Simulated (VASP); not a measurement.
# Rb (Im-3m) in VASP: further runs

The runs below take Rb through single point, with r2SCAN.

Program: VASP 6.6.1. These are calculated values, not measurements. Logs are shortened: lines on timing, memory, paths and dates and some standing lists are left out, and cuts for length are marked.

**1. The cell of the first run**

It takes space group Im-3m (No. 229, cubic). The conventional cell has a = 5.735 Å, b = 5.735 Å, c = 5.735 Å, α = 90.00°, β = 90.00°, γ = 90.00°.

**2. Single point, r2SCAN**

The input, POSCAR:

```
Rb
1.0
   -2.8677202310      2.8677202310      2.8677202310
    2.8677202310     -2.8677202310      2.8677202310
    2.8677202310      2.8677202310     -2.8677202310
Rb
1
Direct
    0.0000000000      0.0000000000      0.0000000000
```

The input, INCAR.step1:

```
SYSTEM = Rb
PREC = Accurate
ENCUT = 520
ISMEAR = -1
SIGMA = 0.01
LREAL = .False.
LASPH = .True.
NELM = 100
NBANDS = 10
GGA = PE
ALGO = Normal
EDIFF = 1E-4
LWAVE = .True.
LCHARG = .False.
```

The input, INCAR.step2:

```
SYSTEM = Rb
PREC = Accurate
ENCUT = 520
EDIFF = 1E-6
ISMEAR = -1
SIGMA = 0.01
LREAL = .False.
LASPH = .True.
NELM = 100
ALGO = Normal
ISIF = 2
LWAVE = .False.
LCHARG = .True.
METAGGA = R2SCAN
LMIXTAU = .True.
LELF = .True.
LVHAR = .True.
NBANDS = 10
ISTART = 1
```

The input, KPOINTS:

```
Automatic mesh
0
Gamma
  8 8 8
  0 0 0
```

Potentials or basis: VASP PAW PBE potentials, release 64 (Rb_sv).

On the command line:

```bash
$ cat potpaw_PBE.64/Rb_sv/POTCAR > POTCAR
$ cp INCAR.step1 INCAR
$ mpirun -np 1 vasp_std > vasp.out
$ cp INCAR.step2 INCAR
$ mpirun -np 1 vasp_std > vasp.out
```

OUTCAR:

```text
SYSTEM = Rb
   PREC = Accurate
   ENCUT = 520
   EDIFF = 1E-6
   ISMEAR = -1
   LREAL = .False.
   LASPH = .True.
   NELM = 100
   ISIF = 2
   METAGGA = R2SCAN
   ISTART = 1

 ion  position               nearest neighbor table
   1  0.000  0.000  0.000-

  LATTYP: Found a body centered cubic cell.
 ALAT       =     5.7354404620

  Lattice vectors:

 A1 = (  -2.8677202310,   2.8677202310,   2.8677202310)
 A2 = (   2.8677202310,  -2.8677202310,   2.8677202310)
 A3 = (   2.8677202310,   2.8677202310,  -2.8677202310)

Analysis of symmetry for initial positions (statically):
=====================================================================
 Subroutine PRICEL returns:
 Original cell was already a primitive cell.

 Routine SETGRP: Setting up the symmetry group for a
 body centered cubic supercell.

 Subroutine GETGRP returns: Found 48 space group operations
 (whereof 48 operations were pure point group operations)
 out of a pool of 48 trial point group operations.

The static configuration has the point symmetry O_h .

Analysis of symmetry for dynamics (positions and initial velocities):
=====================================================================
 Subroutine PRICEL returns:
 Original cell was already a primitive cell.

 Routine SETGRP: Setting up the symmetry group for a
 body centered cubic supercell.

 Subroutine GETGRP returns: Found 48 space group operations
 (whereof 48 operations were pure point group operations)
 out of a pool of 48 trial point group operations.

The dynamic configuration has the point symmetry O_h .

 Subroutine INISYM returns: Found 48 space group operations
 (whereof 48 operations are pure point group operations),
 and found     1 'primitive' translations

----------------------------------------------------------------------------------------

                                     Primitive cell

  volume of cell :      94.3345

  direct lattice vectors                    reciprocal lattice vectors
    -2.867720231  2.867720231  2.867720231     0.000000000  0.174354525  0.174354525
     2.867720231 -2.867720231  2.867720231     0.174354525  0.000000000  0.174354525
     2.867720231  2.867720231 -2.867720231     0.174354525  0.174354525  0.000000000

  length of vectors
[... 81 lines left out ...]
   LREAL  =      F    real-space projection
   EDIFFG = 0.1E-04   stopping-criterion for IOM
   NSW    =      0    number of steps for IOM
   IBRION =     -1    ionic relax: 0-MD 1-quasi-New 2-CG
   NFREE  =      0    steps in history (QN), initial steepest desc. (CG)
   ISIF   =      2    stress and relaxation
   ISYM   =      2    0-nonsym 1-usesym 2-fastsym
   POTIM  = 0.5000    time-step for ionic-motion
   TEBEG  =    0.0;   TEEND  =   0.0 temperature during run
   PSTRESS=    0.0 pullay stress
   NELECT =       9.0000    total number of electrons
   NUPDOWN=      -1.0000    fix difference up-down
   EMIN   =  10.00;   EMAX   =-10.00  energy-range for DOS
   EFERMI =   0.00;   METHOD = LEGACY
   ISMEAR =    -1;   SIGMA  =   0.01  broadening in eV -4-tet -1-fermi 0-gaus
   EFERMI_NEDOS =   21; number of points for ismear=-14 and -15
   IALGO  =     38    algorithm
   IMIX   =      4    mixing-type and parameters
     AMIX     =   0.40;   BMIX     =  1.00
     AMIX_MAG =   1.60;   BMIX_MAG =  1.00
  volume/ion in A,a.u.               =      94.33       636.60
  Fermi-wavevector in a.u.,A,eV,Ry     =   0.748053  1.413615  7.613588  0.559583
  Thomas-Fermi vector in A             =   1.844251
   LORBIT       =      0    0 simple, 1 ext, 2 COOP (PROOUT), +10 PAW based schemes
   METAGGA = R2SCAN    functional components
   LHFCALC =     F    Hartree Fock is set to
   AEXX    =    0.0000 exact exchange contribution
   IVDW    =     0    specifies the selected vdW correction
   LEPSILON=     F    determine dielectric tensor
   LRPA    =     F    only Hartree local field effects (RPA)
 non-spin polarized calculation
  energy-cutoff  :      520.00
  volume of cell :       94.33
 maximum number of plane-waves:      2556
 NGX is ok and might be reduce to    40
   NGX = 19   NGY = 19   NGZ = 19

 number of electron       9.0000000 magnetization

 Free energy of the ion-electron system (eV)
  ---------------------------------------------------
  ext. energy  EPLUGINS =         0.00000000
  ---------------------------------------------------
  free energy    TOTEN  =       -13.91226620 eV

  energy without entropy =      -13.91136886  energy(sigma->0) =      -13.91181753

 E-fermi :   0.0721     XC(G=0):  -5.6345

 val. band max:       -0.0319790715   @ k =   0.2500   0.2500   0.0000
 cond. band min:       0.0941025790   @ k =  -0.3750   0.3750   0.2500
 fundamental gap:      0.1260816505
 Fermi energy:         0.0721091013

 k-point     1 :       0.0000    0.0000    0.0000
  band No.  band energies     occupation
      1     -30.1073      2.00000
      2     -13.5997      2.00000
      3     -13.5997      2.00000
      4     -13.5997      2.00000
      5      -2.0553      2.00000
      6       4.0689      0.00000
      7       4.0689      0.00000
      8       4.0689      0.00000
      9       5.0265      0.00000
     10       5.0265      0.00000
[... 287 lines left out ...]
 k-point    24 :      -0.3750    0.3750    0.2500
  band No.  band energies     occupation
      1     -30.1025      2.00000
      2     -13.6640      2.00000
      3     -13.6400      2.00000
      4     -13.6315      2.00000
      5       0.0941      0.19962
      6       1.7890      0.00000
      7       3.1764      0.00000
      8       3.1875      0.00000
      9       4.3776      0.00000
     10       5.5772      0.00000

 [... further k-points ...]

------------------------ aborting loop because EDIFF is reached ----------------------------------------

  FORCE on cell =-STRESS in cart. coord.  units (eV):
  Direction    XX          YY          ZZ          XY          YZ          ZX
  --------------------------------------------------------------------------------------
  -------------------------------------------------------------------------------------
  Total        0.0164117      0.0164117      0.0164117     -0.0000000     -0.0000000      0.0000000
  in kB        0.2787361      0.2787361      0.2787361     -0.0000000     -0.0000000      0.0000000
  external PRESSURE =       0.2787361 kB  Pullay stress =       0.0000000 kB

 VOLUME and BASIS-vectors are now :
 -----------------------------------------------------------------------------
  energy-cutoff  :      520.00
  volume of cell :       94.33
      direct lattice vectors                 reciprocal lattice vectors
    -2.867720231  2.867720231  2.867720231     0.000000000  0.174354525  0.174354525
     2.867720231 -2.867720231  2.867720231     0.174354525  0.000000000  0.174354525
     2.867720231  2.867720231 -2.867720231     0.174354525  0.174354525  0.000000000

 POSITION                                       TOTAL-FORCE (eV/Angst)
 -----------------------------------------------------------------------------------
      0.00000      0.00000      0.00000        -0.000000     -0.000000      0.000000
 -----------------------------------------------------------------------------------
    total drift:                                0.000000      0.000000     -0.000000

  FREE ENERGIE OF THE ION-ELECTRON SYSTEM (eV)
  ---------------------------------------------------
  free  energy   TOTEN  =       -13.9122662015 eV

  energy  without entropy=      -13.9113688604  energy(sigma->0) =      -13.91181753
```

It took 3.4 min on 1 thread of Intel Xeon 8259CL, shared host; peak memory 0.25 GiB.

Results:

* Free energy: -13.9123 eV
* Pressure: 0.0 GPa
* Band gap on the k mesh: zero (an odd number of electrons rules out a gap without spin polarisation)

Caveat: the PAW data sets were made with another functional, which shifts forces and pressure a little.

**3. Single point, r2SCAN**

POSCAR is that of step 2.

The input, INCAR.step1:

```
PREC = Accurate
ENCUT = 520
ISMEAR = -1
SIGMA = 0.03
LREAL = False
LASPH = True
NELM = 80
NBANDS = 10
GGA = PE
ALGO = Normal
EDIFF = 1E-4
LWAVE = True
LCHARG = False
```

The input, INCAR.step2:

```
PREC = Accurate
ENCUT = 520
EDIFF = 1E-6
ISMEAR = -1
SIGMA = 0.03
LREAL = False
LASPH = True
NELM = 80
ALGO = Normal
ISIF = 2
LWAVE = False
LCHARG = False
METAGGA = R2SCAN
LMIXTAU = True
NBANDS = 10
ISTART = 1
```

The input, KPOINTS:

```
Automatic mesh
0
Gamma
  8 8 8
```

Potentials or basis: VASP PAW PBE potentials, release 64 (Rb_sv).

On the command line:

```bash
$ cat potpaw_PBE.64/Rb_sv/POTCAR > POTCAR
$ cp INCAR.step1 INCAR
$ mpirun -np 1 vasp_std > vasp.out
$ cp INCAR.step2 INCAR
$ mpirun -np 1 vasp_std > vasp.out
```

OUTCAR:

```text
PREC = Accurate
   ENCUT = 520
   EDIFF = 1E-6
   ISMEAR = -1
   LREAL = False
   LASPH = True
   NELM = 80
   ISIF = 2
   METAGGA = R2SCAN
   ISTART = 1

 ion  position               nearest neighbor table
   1  0.000  0.000  0.000-

  LATTYP: Found a body centered cubic cell.
 ALAT       =     5.7354404620

  Lattice vectors:

 A1 = (  -2.8677202310,   2.8677202310,   2.8677202310)
 A2 = (   2.8677202310,  -2.8677202310,   2.8677202310)
 A3 = (   2.8677202310,   2.8677202310,  -2.8677202310)

Analysis of symmetry for initial positions (statically):
=====================================================================
 Subroutine PRICEL returns:
 Original cell was already a primitive cell.

 Routine SETGRP: Setting up the symmetry group for a
 body centered cubic supercell.

 Subroutine GETGRP returns: Found 48 space group operations
 (whereof 48 operations were pure point group operations)
 out of a pool of 48 trial point group operations.

The static configuration has the point symmetry O_h .

Analysis of symmetry for dynamics (positions and initial velocities):
[... 162 lines left out ...]
 Fermi energy:         0.0369072138

 k-point     1 :       0.0000    0.0000    0.0000
  band No.  band energies     occupation
      1     -30.1073      2.00000
      2     -13.5996      2.00000
      3     -13.5996      2.00000
      4     -13.5996      2.00000
      5      -2.0553      2.00000
      6       4.0691      0.00000
      7       4.0691      0.00000
      8       4.0691      0.00000
      9       5.0264      0.00000
     10       5.0264      0.00000
[... 287 lines left out ...]
 k-point    24 :      -0.3750    0.3750    0.2500
  band No.  band energies     occupation
      1     -30.1025      2.00000
      2     -13.6640      2.00000
      3     -13.6400      2.00000
      4     -13.6315      2.00000
      5       0.0942      0.25837
      6       1.7890      0.00000
      7       3.1765      0.00000
      8       3.1877      0.00000
      9       4.3777      0.00000
     10       5.5773      0.00000

 [... further k-points ...]

------------------------ aborting loop because EDIFF is reached ----------------------------------------

  FORCE on cell =-STRESS in cart. coord.  units (eV):
  Direction    XX          YY          ZZ          XY          YZ          ZX
  --------------------------------------------------------------------------------------
  -------------------------------------------------------------------------------------
  Total        0.0162279      0.0162279      0.0162279     -0.0000000      0.0000000     -0.0000000
  in kB        0.2756145      0.2756145      0.2756145     -0.0000000      0.0000000     -0.0000000
  external PRESSURE =       0.2756145 kB  Pullay stress =       0.0000000 kB

 VOLUME and BASIS-vectors are now :
 -----------------------------------------------------------------------------
  energy-cutoff  :      520.00
  volume of cell :       94.33
      direct lattice vectors                 reciprocal lattice vectors
    -2.867720231  2.867720231  2.867720231     0.000000000  0.174354525  0.174354525
     2.867720231 -2.867720231  2.867720231     0.174354525  0.000000000  0.174354525
     2.867720231  2.867720231 -2.867720231     0.174354525  0.174354525  0.000000000

 POSITION                                       TOTAL-FORCE (eV/Angst)
 -----------------------------------------------------------------------------------
      0.00000      0.00000      0.00000        -0.000000      0.000000      0.000000
 -----------------------------------------------------------------------------------
    total drift:                                0.000000      0.000000     -0.000000

  FREE ENERGIE OF THE ION-ELECTRON SYSTEM (eV)
  ---------------------------------------------------
  free  energy   TOTEN  =       -13.9143714759 eV

  energy  without entropy=      -13.9102628387  energy(sigma->0) =      -13.91231716
```

It took 3.2 min on 1 thread of Intel Xeon 8259CL, shared host; peak memory 0.25 GiB.

What came out:

| Property | Result |
| --- | --- |
| Free energy | -13.9144 eV |
| Pressure | 0.0 GPa |
| Band gap on the k mesh | zero (an odd number of electrons rules out a gap without spin polarisation) |

Caveat: the PAW data sets were made with another functional, which shifts forces and pressure a little.

**4. Single point, r2SCAN**

POSCAR is that of step 3.

The input, INCAR.step1:

```
SYSTEM = Rb
PREC = Accurate ; ENCUT = 520
ISMEAR = -1 ; SIGMA = 0.2
LREAL = .FALSE. ; LASPH = .TRUE.
NELM = 80 ; NBANDS = 10
GGA = PE ; ALGO = Normal
EDIFF = 1E-4 ; LWAVE = .TRUE.
LCHARG = .FALSE.
```

The input, INCAR.step2:

```
SYSTEM = Rb
PREC = Accurate ; ENCUT = 520
EDIFF = 1E-7 ; ISMEAR = -1
SIGMA = 0.2 ; LREAL = .FALSE.
LASPH = .TRUE. ; NELM = 80
ALGO = Normal ; ISIF = 2
LWAVE = .FALSE. ; LCHARG = .FALSE.
METAGGA = R2SCAN ; LMIXTAU = .TRUE.
NBANDS = 10 ; ISTART = 1
```

The input, KPOINTS:

```
Automatic mesh
0
G
  8 8 8
  0 0 0
```

Potentials or basis: VASP PAW PBE potentials, release 64 (Rb_sv).

On the command line:

```bash
$ cat potpaw_PBE.64/Rb_sv/POTCAR > POTCAR
$ cp INCAR.step1 INCAR
$ mpirun -np 1 vasp_std > vasp.out
$ cp INCAR.step2 INCAR
$ mpirun -np 1 vasp_std > vasp.out
```

OUTCAR:

```text
SYSTEM = Rb
   PREC = Accurate
   ENCUT = 520
   EDIFF = 1E-7
   ISMEAR = -1
   LREAL = .FALSE.
   LASPH = .TRUE.
   NELM = 80
   ISIF = 2
   METAGGA = R2SCAN
   ISTART = 1

 ion  position               nearest neighbor table
   1  0.000  0.000  0.000-

  LATTYP: Found a body centered cubic cell.
 ALAT       =     5.7354404620

  Lattice vectors:

 A1 = (  -2.8677202310,   2.8677202310,   2.8677202310)
 A2 = (   2.8677202310,  -2.8677202310,   2.8677202310)
[... 490 lines left out ...]
      9       4.3788      0.00000
     10       5.5783      0.00000

 [... further k-points ...]

------------------------ aborting loop because EDIFF is reached ----------------------------------------

  FORCE on cell =-STRESS in cart. coord.  units (eV):
  Direction    XX          YY          ZZ          XY          YZ          ZX
  --------------------------------------------------------------------------------------
  -------------------------------------------------------------------------------------
  Total        0.0281191      0.0281191      0.0281191      0.0000000      0.0000000     -0.0000000
  in kB        0.4775743      0.4775743      0.4775743      0.0000000      0.0000000     -0.0000000
  external PRESSURE =       0.4775743 kB  Pullay stress =       0.0000000 kB

 VOLUME and BASIS-vectors are now :
 -----------------------------------------------------------------------------
  energy-cutoff  :      520.00
  volume of cell :       94.33
      direct lattice vectors                 reciprocal lattice vectors
    -2.867720231  2.867720231  2.867720231     0.000000000  0.174354525  0.174354525
     2.867720231 -2.867720231  2.867720231     0.174354525  0.000000000  0.174354525
     2.867720231  2.867720231 -2.867720231     0.174354525  0.174354525  0.000000000

 POSITION                                       TOTAL-FORCE (eV/Angst)
 -----------------------------------------------------------------------------------
      0.00000      0.00000      0.00000         0.000000     -0.000000     -0.000000
 -----------------------------------------------------------------------------------
    total drift:                                0.000000      0.000000     -0.000000

  FREE ENERGIE OF THE ION-ELECTRON SYSTEM (eV)
  ---------------------------------------------------
  free  energy   TOTEN  =       -13.9746383583 eV

  energy  without entropy=      -13.8609384872  energy(sigma->0) =      -13.91778842
```

OUTCAR.step1:

```text
SYSTEM = Rb
   PREC = Accurate
   ENCUT = 520
   ISMEAR = -1
   LREAL = .FALSE.
   LASPH = .TRUE.
[... 529 lines left out ...]
 -----------------------------------------------------------------------------------
      0.00000      0.00000      0.00000         0.000000      0.000000      0.000000
 -----------------------------------------------------------------------------------
    total drift:                               -0.000000      0.000000     -0.000000

  FREE ENERGIE OF THE ION-ELECTRON SYSTEM (eV)
  ---------------------------------------------------
  free  energy   TOTEN  =        -0.9950597527 eV

  energy  without entropy=       -0.8748486709  energy(sigma->0) =       -0.93495421
```

OSZICAR.step1:

```text
N       E                     dE             d eps       ncg     rms          rms(c)
DAV:   1     0.427411080266E+02    0.42741E+02   -0.32578E+03   580   0.644E+02
DAV:   2     0.195175314603E+01   -0.40789E+02   -0.39477E+02   646   0.120E+02
DAV:   3    -0.869897267202E+00   -0.28217E+01   -0.28150E+01   818   0.322E+01
DAV:   4    -0.991189155943E+00   -0.12129E+00   -0.12098E+00   776   0.574E+00
DAV:   5    -0.993138814139E+00   -0.19497E-02   -0.19496E-02   810   0.729E-01    0.118E+00
DAV:   6    -0.993906886215E+00   -0.76807E-03   -0.21993E-03   808   0.261E-01    0.705E-01
DAV:   7    -0.994921008430E+00   -0.10141E-02   -0.29062E-03   670   0.312E-01    0.450E-02
DAV:   8    -0.995044465659E+00   -0.12346E-03   -0.10577E-04   666   0.782E-02    0.222E-02
DAV:   9    -0.995059752750E+00   -0.15287E-04   -0.14383E-05   338   0.307E-02
   1 F= -.99505975E+00 E0= -.93495421E+00  d E =-.120211E+00
```

Run time: 3.4 min. Hardware: 1 thread of Intel Xeon 8259CL, shared host; peak memory 0.25 GiB.

What came out:

```yaml
Free_energy: -13.9746 eV
Pressure: 0.0 GPa
Band_gap_on_the_k_mesh: zero (an odd number of electrons rules out a gap without spin polarisation)
```

Levels at points of the mesh, in eV from the Fermi level:
```csv
k point,band 1,band 2,band 3,band 4,band 5,band 6,band 7,band 8
"(0.00, 0.00, 0.00)",-30.08,-13.57,-13.57,-13.57,-2.03,4.10,4.10,4.10
"(0.50, 0.00, 0.00)",-30.08,-13.66,-13.60,-13.57,0.38,0.71,2.89,4.74
"(0.50, 0.50, 0.50)",-30.07,-13.63,-13.63,-13.63,1.36,1.36,3.45,3.45
```

Caveat: the PAW data sets were made with another functional, which shifts forces and pressure a little.

[end of part 1 of 2]

The gap in the log of VASP goes by the Fermi energy; the results here count the filled bands.